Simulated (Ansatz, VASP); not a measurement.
**One calculation of Al, two programs**

```xyz
1
Lattice="0.0000 2.0003 2.0003 2.0003 0.0000 2.0003 2.0003 2.0003 0.0000" Properties=species:S:1:pos:R:3 pbc="T T T"
Al    0.0000    0.0000    0.0000
```

Alike in both runs: task single point; functional PBE; k mesh 18 × 18 × 18; occupations gaussian, width 0.1 eV; no spin polarisation.

|  | VASP | Ansatz |
| --- | --- | --- |
| version | VASP 6.6.1 | Ansatz 0.2.0 |
| potentials or method | VASP PAW PBE potentials, release 64 (Al), cutoff 500 eV | scalar-relativistic, plane waves, PAW |
| valence electrons in the cell | 3 | 3 |

|  | VASP | Ansatz | Ansatz less VASP |
| --- | --- | --- | --- |
| gap on the k mesh at the Fermi level (eV) | none | none | - |
| pressure (GPa) | 2.4 | 2.5 | +0.04 |

A gap of «none» marks a metal or a gap that the smearing closes.
